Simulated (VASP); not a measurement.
Write the native input for VASP 6.6.1 that does the following.

- Task: electric field gradients
- Functional: PBE
- Potentials or basis: VASP PAW PBE potentials, release 64 (O)
- Cutoff: 520 eV
- k mesh: 11 × 11 × 8
- Occupations: fermi-dirac, width 0.01 eV
- Spin: no spin polarisation
- Dipole correction: no
- Further INCAR settings: ALGO = Normal; EDIFF = 1e-08; NBANDS = 13

The structure of O lies in POSCAR:

```
O
1.0
    2.6833685812     -1.7029929419      0.0000000000
    2.6833685812      1.7029929419      0.0000000000
   -1.9518017503      0.0000000000      3.7228349468
O
2
Direct
    0.0640000000      0.0640000000      0.1530000000
    0.9360000000      0.9360000000      0.8470000000
```

These files were run (other wordings do the same):

INCAR

```
PREC = Accurate
ENCUT = 520
EDIFF = 1E-8
ISMEAR = -1
SIGMA = 0.01
LREAL = False
LASPH = True
NELM = 60
ALGO = Normal
ISIF = 2
LWAVE = False
LCHARG = False
GGA = PE
LEFG = True
NBANDS = 13
```

KPOINTS

```
regular mesh
0
Gamma
  11 11 8
```

Potentials or basis: VASP PAW PBE potentials, release 64 (O).

Run with:

```sh
$ cat potpaw_PBE.64/O/POTCAR > POTCAR
$ mpirun -np 1 vasp_std > vasp.out
```

Results of the run:

* Pressure: 13.0 GPa
* Largest force: 9.014 eV/Å
* Band gap on the k mesh: zero (bands 6 and 7 overlap by 0.62 eV)
* Largest electric field gradient by atom: O +111.6 V/Å²

Caveat: the standard files for N, O and F lose accuracy on very short bonds; spin is off for a triplet molecule; the stress differs along the axes, from -5 to 48 GPa; this functional lacks dispersion, which holds the molecules together, so the pressure and a relaxed volume are unreliable; without QUAD_EFG the Cq values of the log hold for a quadrupole moment of 1 mb, not for the nuclei; forces of over 1 eV/Å act on the atoms, so gaps and moduli don't describe the material at rest.

Wall time 2.7 min on 1 thread of Oxide Virtual Turin-like Processor, with other jobs on the host, peak memory 0.17 GiB.
